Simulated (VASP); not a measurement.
Wanted: the native input for a VASP 6.6.1 run.

- Task: single point
- Functional: PBEsol
- Potentials or basis: VASP PAW PBE potentials, release 64 (Rh_pv)
- Cutoff: 520 eV
- k mesh: 15 × 15 × 15
- Occupations: fermi-dirac, width 0.1 eV
- Spin: no spin polarisation
- Dipole correction: no
- Further INCAR settings: ALGO = Normal; EDIFF = 1e-06; NBANDS = 22

The structure of Rh lies in POSCAR:

```
Rh
1.0
    0.0000000000      2.1650307109      2.1650307109
    2.1650307109      0.0000000000      2.1650307109
    2.1650307109      2.1650307109      0.0000000000
Rh
2
Direct
   -0.1250000000     -0.1250000000     -0.1250000000
    0.1250000000      0.1250000000      0.1250000000
```

The input as run:

INCAR

```
PREC = Accurate ; ENCUT = 520
EDIFF = 1E-6 ; ISMEAR = -1
SIGMA = 0.1 ; LREAL = False
LASPH = True ; NELM = 80
ALGO = Normal ; ISIF = 2
LWAVE = False ; LCHARG = True
GGA = PS ; LELF = True
LVHAR = True ; NBANDS = 22
```

KPOINTS

```
regular mesh
0
Gamma
  15 15 15
```

Potentials or basis: VASP PAW PBE potentials, release 64 (Rh_pv).

The run is started by

```bash
$ cat potpaw_PBE.64/Rh_pv/POTCAR > POTCAR
$ mpirun -np 1 vasp_std > vasp.out
```

Results of the run:

The pressure is 508.6 GPa. The band gap on the k mesh is zero (band 15 reaches 21.28 eV, above the bottom of band 16 at 18.23 eV).

Caveat: the PAW data sets were made with another functional, which shifts forces and pressure a little.

Wall time 66 s on 1 thread of Intel Xeon 8259CL, with other jobs on the host, peak memory 0.17 GiB.
